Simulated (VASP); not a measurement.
A run of VASP 6.6.1 is set up as follows.

The input INCAR:

```
PREC = Accurate
ENCUT = 600
EDIFF = 1E-7
ISMEAR = 0
SIGMA = 0.1
LREAL = F
LASPH = T
NELM = 100
ALGO = Normal
ISIF = 3
LWAVE = F
LCHARG = F
GGA = PE
IVDW = 12
IBRION = 2
NSW = 100
EDIFFG = -0.005
```

The input KPOINTS:

```
regular mesh
0
Gamma
  15 15 4
```

The input POSCAR:

```
Hg
1.0
    3.4419409895      0.0000000000      0.0000000000
   -1.7209704948      2.9808083353      0.0000000000
    0.0000000000      0.0000000000     11.0623313100
Hg
4
Direct
    0.0000000000      0.0000000000      0.0000000000
    0.3333333300      0.6666666700      0.2500000000
    0.0000000000      0.0000000000      0.5000000000
    0.6666666700      0.3333333300      0.7500000000
```

Potentials or basis: VASP PAW PBE potentials, release 64 (Hg).

The run is started by

```bash
$ cat potpaw_PBE.64/Hg/POTCAR > POTCAR
$ mpirun -np 1 vasp_std > vasp.out
```

Task: What does it give for the relaxed volume?

Result: 25.88 Å³/atom.

Task: Estimate the dispersion energy per atom.

Result: -0.405 eV.

The path:
| step | energy change (eV) | largest force (eV/Å) | pressure (GPa) | volume (Å³) |
| --- | --- | --- | --- | --- |
| 1 | 0.0000 | 0.0000 | -1.04 | 113.50 |
| 2 | -0.0175 | 0.0000 | -0.81 | 110.50 |
| 3 | -0.0383 | 0.0000 | -0.06 | 103.82 |
| 4 | -0.0383 | 0.0000 | 0.04 | 103.30 |
| 5 | -0.0383 | 0.0000 | 0.00 | 103.50 |

Caveat: pairwise dispersion overbinds metals, which lowers pressure and volume.
